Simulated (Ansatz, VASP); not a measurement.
## One calculation of C, two programs

```
CELL_PARAMETERS angstrom
2.71179 0.00000 0.00000
-1.35590 2.34848 0.00000
0.00000 0.00000 23.92229
ATOMIC_POSITIONS crystal
C 0.00000 0.00000 0.57116
C 0.00000 0.00000 0.42884
C 0.33333 0.66667 0.42882
C 0.66667 0.33333 0.57118
```

Change from the starting cell: strain +0.1000 x Voigt [1, 1, 0, 0, 0, 0], atoms carried along.

Alike in both runs: task single point; functional PBE; dispersion D3(BJ); k mesh 24 × 24 × 2; occupations gaussian, width 0.15 eV; no spin polarisation.

|  | VASP | Ansatz |
| --- | --- | --- |
| version | VASP 6.6.1 | Ansatz 0.2.0 |
| potentials or method | VASP PAW PBE potentials, release 64 (C), cutoff 600 eV | scalar-relativistic, plane waves, PAW |
| valence electrons in the cell | 16 | 16 |

```tsv
	VASP	Ansatz	Ansatz less VASP
gap on the k mesh at the Fermi level (eV)	none	none	-
rms of the force components (eV/Å)	0.009	0.009	+0.0001
```

Atom by atom the forces differ by 0.000 eV/Å (rms over components). A gap of «none» marks a metal or a gap that the smearing closes.
